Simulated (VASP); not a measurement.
Wanted: the native input for a VASP 6.6.1 run.

| Property | Result |
| --- | --- |
| Task | single point |
| Functional | PBE |
| Potentials or basis | VASP PAW PBE potentials, release 64 (Gd, Sb, Te) |
| Cutoff | 520 eV |
| k mesh | 4 × 4 × 4 |
| Occupations | gaussian, width 0.1 eV |
| Spin | collinear spin, ferromagnetic start |
| Starting moments | [7.0, 0.0, 0.0, 0.0, 0.0] μB |
| Dipole correction | no |
| Further INCAR settings | ALGO = Normal; EDIFF = 1e-06; NBANDS = 32 |

The structure of GdSbTe3 lies in POSCAR:

```
GdSbTe3
1.0
    5.1240234800      0.0000000000      0.0000000000
    0.0000000000      5.1240234800      0.0000000000
    0.0000000000      0.0000000000      5.1240234800
Gd Sb Te
1 1 3
Direct
    0.5000000000      0.5000000000      0.5000000000
    0.0000000000      0.0000000000      0.0000000000
    0.5000000000      0.0000000000      0.5000000000
    0.5000000000      0.5000000000      0.0000000000
    0.0000000000      0.5000000000      0.5000000000
```

The cell was generated, and may not be a known phase.

One way to write it, as run:

INCAR

```
SYSTEM = GdSbTe3
PREC = Accurate ; ENCUT = 520
EDIFF = 1E-6 ; ISMEAR = 0
SIGMA = 0.1 ; LREAL = .False.
LASPH = .True. ; NELM = 150
ALGO = Normal ; ISIF = 2
LWAVE = .False. ; LCHARG = .False.
ISPIN = 2 ; MAGMOM = 7 0 0 0 0
LORBIT = 11 ; LMAXMIX = 6
GGA = PE ; NBANDS = 32
```

KPOINTS

```
Automatic mesh
0
Gamma
  4 4 4
  0 0 0
```

Potentials or basis: VASP PAW PBE potentials, release 64 (Gd, Sb, Te).

The run is started by

```sh
$ cat potpaw_PBE.64/Gd/POTCAR potpaw_PBE.64/Sb/POTCAR potpaw_PBE.64/Te/POTCAR > POTCAR
$ mpirun -np 1 vasp_std > vasp.out
```

Results of the run:

| Item | Value |
| --- | --- |
| Pressure | 28.1 GPa |
| Net moment | 6.94 μB per cell |
| Site moments | Gd +6.62; Sb +0.09; Te -0.04 μB |
| Valence electrons inside the program's atomic spheres | Gd 15.86; Sb 2.22; Te 3.54 |

Caveat: the cell stands under pressure; a cell with one magnetic atom can't hold antiferromagnetic order, which such compounds often take.

Wall time 2.1 min on 1 thread of Intel(R) Xeon(R) Platinum 8488C (Sapphire Rapids), with other jobs on the host, peak memory 0.33 GiB.
